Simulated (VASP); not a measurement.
Input of a VASP 6.6.1 run:

INCAR

```
SYSTEM = Pt2Se
PREC = Accurate
ENCUT = 520
EDIFF = 1E-6
ISMEAR = 0
SIGMA = 0.1
LREAL = .False.
LASPH = .True.
NELM = 60
ALGO = Normal
ISIF = 2
LWAVE = .False.
LCHARG = .True.
GGA = PE
LELF = .True.
LVHAR = .True.
NBANDS = 20
```

KPOINTS

```
Automatic mesh
0
Gamma
  20 20 20
  0 0 0
```

POSCAR

```
Pt2Se
1.0
   -1.5679413782      1.5679413782      5.0404632658
    1.5679413782     -1.5679413782      5.0404632658
    1.5679413782      1.5679413782     -5.0404632658
Pt Se
2 1
Direct
    0.6597660362      0.6597660362      0.0000000000
    0.3402339638      0.3402339638      0.0000000000
    0.0000000000      0.0000000000      0.0000000000
```

Potentials or basis: VASP PAW PBE potentials, release 64 (Pt, Se).

Launch:

```sh
$ cat potpaw_PBE.64/Pt/POTCAR potpaw_PBE.64/Se/POTCAR > POTCAR
$ mpirun -np 1 vasp_std > vasp.out
```

**Question.** Estimate the pressure.

**Answer.** -0.1 GPa.

**Question.** Estimate the band gap on the k mesh.

**Answer.** Zero (bands 13 and 14 overlap by 1.95 eV).

Forces on the atoms (eV/Å):
```
Pt   0.000  0.000  0.002
Pt   0.000  0.000 -0.002
Se   0.000  0.000  0.000
```

Caveat: spin-orbit coupling is left out, which moves the levels of the heavy elements.
